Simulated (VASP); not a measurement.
A run of VASP 6.6.1 is set up as follows.

File INCAR:

```
SYSTEM = TaSb
ALGO = Normal
EDIFF = 1E-7
ENCUT = 520
ISIF = 2
ISMEAR = -1
LASPH = .True.
LCHARG = .False.
LREAL = .False.
LWAVE = .False.
NBANDS = 15
NELM = 60
PREC = Accurate
SIGMA = 0.05
```

KPOINTS

```
k-points
0
Gamma
  13 13 13
  0 0 0
```

File POSCAR:

```
TaSb
1.0
    0.0000000000      2.7707539624      2.7707539624
    2.7707539624      0.0000000000      2.7707539624
    2.7707539624      2.7707539624      0.0000000000
Ta Sb
1 1
Direct
    0.0000000000      0.0000000000      0.0000000000
    0.5000000000      0.5000000000      0.5000000000
```

Potentials or basis: VASP PAW LDA potentials, release 64 (Ta_pv, Sb).

Command:

```console
$ cat potpaw_LDA.64/Ta_pv/POTCAR potpaw_LDA.64/Sb/POTCAR > POTCAR
$ mpirun -np 1 vasp_std > vasp.out
```

(1) What does it give for the pressure?

(2) What does it give for the band gap on the k mesh?

## Answers

(1) 0.6 GPa.

(2) zero (bands 8 and 9 overlap by 1.48 eV).

Caveat: spin-orbit coupling is left out, which moves the levels of the heavy elements.
